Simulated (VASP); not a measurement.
# ZrAl3N4 (Cmmm) in VASP: a series of runs, part 2 of 2

VASP 6.6.1. Earlier steps stand in the parts before.

**4. Relaxation of cell and atoms, PBE**

This run uses another cell than the first one, of 13.11 Å³/atom, 1.370 times its volume.

INCAR

```
SYSTEM = ZrAl3N4
ALGO = Normal ; EDIFF = 1E-7
EDIFFG = -0.04 ; ENCUT = 600
GGA = PE ; IBRION = 2
ISIF = 3 ; ISMEAR = 0
LASPH = .True. ; LCHARG = .False.
LREAL = .False. ; LWAVE = .False.
NELM = 100 ; NSW = 90
PREC = Accurate ; SIGMA = 0.1
```

KPOINTS

```
k-points
0
Gamma
  4 4 6
  0 0 0
```

POSCAR

```
ZrAl3N4
1.0
    3.3349784600     -4.7163717700      0.0000000000
    3.3349784600      4.7163717700      0.0000000000
    0.0000000000      0.0000000000      3.3349784600
Zr Al N
1 3 4
Direct
    0.0000000000      0.0000000000      0.5000000000
    0.0000000000      0.5000000000      0.0000000000
    0.5000000000      0.5000000000      0.5000000000
    0.5000000000      0.0000000000      0.0000000000
    0.2500000000      0.2500000000      0.0000000000
    0.2500000000      0.7500000000      0.5000000000
    0.7500000000      0.2500000000      0.5000000000
    0.7500000000      0.7500000000      0.0000000000
```

Potentials or basis: VASP PAW PBE potentials, release 64 (Zr_sv, Al, N).

Launch:

```sh
$ cat potpaw_PBE.64/Zr_sv/POTCAR potpaw_PBE.64/Al/POTCAR potpaw_PBE.64/N/POTCAR > POTCAR
$ mpirun -np 1 vasp_std > vasp.out
```

OUTCAR:

```text
SYSTEM = ZrAl3N4
   EDIFF = 1E-7
   EDIFFG = -0.04
   ENCUT = 600
   GGA = PE
   IBRION = 2
   ISIF = 3
   ISMEAR = 0
   LASPH = .True.
   LREAL = .False.
   NELM = 100
   NSW = 90
   PREC = Accurate

 ion  position               nearest neighbor table
   1  0.000  0.000  0.500-   5 2.36   8 2.36   5 2.36   8 2.36   7 2.36   6 2.36   3 3.33   3 3.33
                             4 3.33   2 3.33   4 3.33   2 3.33   2 3.33   4 3.33   4 3.33   2 3.33
   2  0.000  0.500  0.000-   6 2.36   7 2.36   6 2.36   7 2.36   5 2.36   8 2.36   4 3.33   4 3.33
                             3 3.33   3 3.33   1 3.33   1 3.33   1 3.33   3 3.33   3 3.33   1 3.33
   3  0.500  0.500  0.500-   5 2.36   8 2.36   5 2.36   8 2.36   7 2.36   6 2.36   1 3.33   1 3.33
                             4 3.33   2 3.33   4 3.33   4 3.33   4 3.33   2 3.33   2 3.33   2 3.33
   4  0.500  0.000  0.000-   6 2.36   7 2.36   6 2.36   7 2.36   5 2.36   8 2.36   2 3.33   2 3.33
                             3 3.33   1 3.33   3 3.33   3 3.33   3 3.33   1 3.33   1 3.33   1 3.33
   5  0.250  0.250  0.000-   1 2.36   3 2.36   1 2.36   3 2.36   2 2.36   4 2.36
   6  0.250  0.750  0.500-   2 2.36   4 2.36   2 2.36   4 2.36   3 2.36   1 2.36
   7  0.750  0.250  0.500-   2 2.36   4 2.36   2 2.36   4 2.36   3 2.36   1 2.36
   8  0.750  0.750  0.000-   1 2.36   3 2.36   1 2.36   3 2.36   2 2.36   4 2.36

  LATTYP: Found a base centered orthorhombic cell.
 ALAT       =     6.6699569200
 B/A-ratio  =     1.4142135629
 C/A-ratio  =     0.5000000000

  Lattice vectors:

 A1 = (   3.3349784600,  -4.7163717700,   0.0000000000)
 A2 = (   3.3349784600,   4.7163717700,   0.0000000000)
 A3 = (   0.0000000000,   0.0000000000,   3.3349784600)

Analysis of symmetry for initial positions (statically):
=====================================================================
 Subroutine PRICEL returns:
[... 178 lines left out ...]

 Free energy of the ion-electron system (eV)
  ---------------------------------------------------
  ext. energy  EPLUGINS =         0.00000000
  ---------------------------------------------------
  free energy    TOTEN  =       -57.56825790 eV

  energy without entropy =      -57.55483553  energy(sigma->0) =      -57.56154671

 E-fermi :   8.2651     XC(G=0): -10.7443

 val. band max:        8.2175820066   @ k =  -0.2500   0.2500   0.1667
 cond. band min:       8.2715576182   @ k =   0.5000   0.0000   0.0000
 fundamental gap:      0.0539756116
 Fermi energy:         8.2651298112

 k-point     1 :       0.0000    0.0000    0.0000
  band No.  band energies     occupation
      1     -42.2531      2.00000
      2     -20.3763      2.00000
      3     -20.2797      2.00000
      4     -20.0387      2.00000
      5      -8.1018      2.00000
      6      -6.4034      2.00000
[... 956 lines left out ...]
--------------------------------------- Ionic step        8  -------------------------------------------

 number of electron      41.0000001 magnetization

 Free energy of the ion-electron system (eV)
  ---------------------------------------------------
  ext. energy  EPLUGINS =         0.00000000
  ---------------------------------------------------
  free energy    TOTEN  =       -61.99276998 eV

  energy without entropy =      -61.98691057  energy(sigma->0) =      -61.98984027

 E-fermi :  12.0493     XC(G=0): -12.1826

 val. band max:       12.0368763908   @ k =   0.2500   0.2500   0.3333
 cond. band min:      12.1444320418   @ k =  -0.2500   0.2500   0.5000
 fundamental gap:      0.1075556510
 Fermi energy:        12.0492661730

 k-point     1 :       0.0000    0.0000    0.0000
  band No.  band energies     occupation
      1     -37.5658      2.00000
      2     -16.0021      2.00000
      3     -15.9641      2.00000
      4     -15.1606      2.00000
      5      -6.8272      2.00000
      6      -4.1739      2.00000
[... 698 lines left out ...]
  FREE ENERGIE OF THE ION-ELECTRON SYSTEM (eV)
  ---------------------------------------------------
  free  energy   TOTEN  =       -61.9927699754 eV

  energy  without entropy=      -61.9869105661  energy(sigma->0) =      -61.98984027

 reached required accuracy - stopping structural energy minimisation
```

Wall time 4.6 min (1 thread of Intel Xeon 6975P-C (Granite Rapids), shared host); peak memory 0.31 GiB.

What came out:

* Free energy: -61.9928 eV
* Relaxed volume: 9.56 Å³/atom
* Relaxed cell: a = 5.214 Å, b = 5.214 Å, c = 2.973 Å, α = 90.00°, β = 90.00°, γ = 108.78°
* Space group after relaxing (to 0.05 Å): Cmmm (No. 65)
* Energy gained by relaxing: 553.1 meV/atom
* Ionic steps: 8
* Pressure after relaxing: 0.0 GPa
* Largest force after relaxing: 0.017 eV/Å

Forces on the atoms (eV/Å):
```
Zr   0.000  0.000  0.000
Al   0.000  0.000  0.000
Al   0.000  0.000  0.000
Al   0.000  0.000  0.000
N    0.006  0.000  0.000
N    0.000  0.017  0.000
N    0.000 -0.017  0.000
N   -0.006  0.000  0.000
```

Step by step:
| step | energy change (eV) | largest force (eV/Å) | pressure (GPa) | volume (Å³) |
| --- | --- | --- | --- | --- |
| 1 | 0.0000 | 0.9402 | -33.79 | 104.91 |
| 2 | -2.9278 | 4.1169 | 39.52 | 68.27 |
| 3 | -3.8606 | 3.1334 | 1.16 | 77.65 |
| 4 | -4.3503 | 0.7534 | 6.66 | 74.44 |
| 5 | -4.4014 | 0.2406 | 4.56 | 75.16 |
| 6 | -4.4072 | 0.0788 | -4.03 | 77.86 |
| 7 | -4.4237 | 0.0774 | -0.20 | 76.59 |
| 8 | -4.4245 | 0.0166 | -0.01 | 76.52 |

Final structure:
```
CELL_PARAMETERS angstrom
3.03592 -4.23886 0.00000
3.03592 4.23886 0.00000
0.00000 0.00000 2.97299
ATOMIC_POSITIONS crystal
Zr 0.00000 0.00000 0.50000
Al 0.00000 0.50000 0.00000
Al 0.50000 0.50000 0.50000
Al 0.50000 0.00000 0.00000
N 0.27474 0.27474 0.00000
N 0.26076 0.73924 0.50000
N 0.73924 0.26076 0.50000
N 0.72526 0.72526 0.00000
```

Caveat: the volume moved by over 15 % at a fixed basis, so the end points are rough.

**5. Summary**

```tsv
task	cell	k mesh	cutoff (eV)	gap on the mesh (eV)	pressure (GPa)	largest force (eV/Å)
single point	a = 5.216, b = 5.216, c = 2.973 Å, angles 90.0, 90.0, 108.8°, 8 atoms	4 × 4 × 6	520	none	-0.1	0.02
single point	a = 5.215, b = 5.215, c = 2.968 Å, angles 90.0, 90.0, 108.4°, 8 atoms	8 × 8 × 12	520	none	-0.1	0.02
relaxation of cell and atoms	relaxed from a = 5.776, b = 5.776, c = 3.335 Å, angles 90.0, 90.0, 109.5°, 8 atoms	4 × 4 × 6	600	none	0.0	0.02
```

Alike in all rows: level PBE; potentials or basis VASP PAW PBE potentials, release 64 (Zr_sv, Al, N); no spin polarisation; smearing gaussian 0.1 eV.

Caveats: the volume moved by over 15 % at a fixed basis, so the end points are rough (some runs).

Absolute energies hang on the potentials; compare differences alone.
